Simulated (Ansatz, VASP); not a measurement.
**Two plane-wave programs on AlN**

Contents of INCAR:

```
SYSTEM = AlN
PREC = Accurate
ENCUT = 520
EDIFF = 1E-6
ISMEAR = -1
SIGMA = 0.05
LREAL = .False.
LASPH = .True.
NELM = 100
ALGO = Normal
ISIF = 2
LWAVE = .False.
LCHARG = .False.
GGA = RE
NBANDS = 11
```

File KPOINTS:

```
regular mesh
0
Gamma
  10 10 10
  0 0 0
```

File POSCAR:

```
AlN
1.0
    0.0000000000      2.2127336128      2.2127336128
    2.2127336128      0.0000000000      2.2127336128
    2.2127336128      2.2127336128      0.0000000000
Al N
1 1
Direct
    0.0000000000      0.0000000000      0.0000000000
    0.2500000000      0.2500000000      0.2500000000
```

input.yaml

```yaml
crystal:
  lattice:
    - [0.0, 2.2127336128, 2.2127336128]
    - [2.2127336128, 0.0, 2.2127336128]
    - [2.2127336128, 2.2127336128, 0.0]
  atoms:
    - { symbol: Al, position: [0.0, 0.0, 0.0] }
    - { symbol: "N", position: [0.25, 0.25, 0.25] }
hamiltonian:
  xc: revpbe
  pseudopotentials: { kind: paw }
kpoints:
  mp_grid: { grid: [10, 10, 10] }
scf:
  occupations: { method: fermi_dirac, width: 0.05 }
output:
  forces: true
  stress: true
  eigenvalues: true
```

Alike in both runs: task single point; functional revPBE; k mesh 10 × 10 × 10; occupations fermi-dirac, width 0.05 eV; no spin polarisation.

```csv
,VASP,Ansatz
version,VASP 6.6.1,Ansatz 0.2.0
potentials or method,"VASP PAW PBE potentials, release 64 (Al, N)",Ansatz PAW
plane-wave cutoff (eV),520,420
valence electrons in the cell,8,8
```

|  | VASP | Ansatz | Ansatz less VASP |
| --- | --- | --- | --- |
| gap on the k mesh at the Fermi level (eV) | 3.33 | 3.33 | +0.004 |
| least direct gap on the mesh (eV) | 3.88 | 3.86 | -0.019 |
| pressure (GPa) | -0.8 | -0.2 | +0.58 |

VASP's potentials were made for PBE, not for revPBE.
